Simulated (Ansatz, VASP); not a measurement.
WS2 in VASP and in Ansatz

```xyz
3
Lattice="1.5502 0.8950 6.3705 -1.5502 0.8950 6.3705 0.0000 -1.7900 6.3705" Properties=species:S:1:pos:R:3 pbc="T T T"
W     0.0000    0.0000   19.0986
S     0.0000    0.0000   14.2946
S     0.0000    0.0000   11.1612
```

Change from the starting cell: strain -0.015 along x and y, +0.000 along z, atoms carried along.

Alike in both runs: task single point; functional PBEsol; k mesh 12 × 12 × 12; occupations gaussian, width 0.05 eV; no spin polarisation.

|  | VASP | Ansatz |
| --- | --- | --- |
| version | VASP 6.6.1 | Ansatz 0.2.0 |
| potentials or method | VASP PAW PBE potentials, release 64 (W_sv, S), cutoff 520 eV | scalar-relativistic, plane waves, PAW |
| valence electrons in the cell | 26 | 26 |

Ansatz gave:

* gap on the k mesh at the Fermi level (eV): 1.19
* least direct gap on the mesh (eV): 2.11
* pressure (GPa): 5.2
* traceless stress, the component that is largest in VASP (GPa): -1.57
* rms of the force components (eV/Å): 0.172

Problem. What did VASP give for the same quantities?

Solution. gap on the k mesh at the Fermi level (eV): 1.20; least direct gap on the mesh (eV): 2.12; pressure (GPa): 5.3; traceless stress, the component that is largest in VASP (GPa): -1.56; rms of the force components (eV/Å): 0.183.

VASP's potentials were made for PBE, not for PBEsol. Atom by atom the forces differ by 0.011 eV/Å (rms over components).

Neither program's run includes spin-orbit coupling.
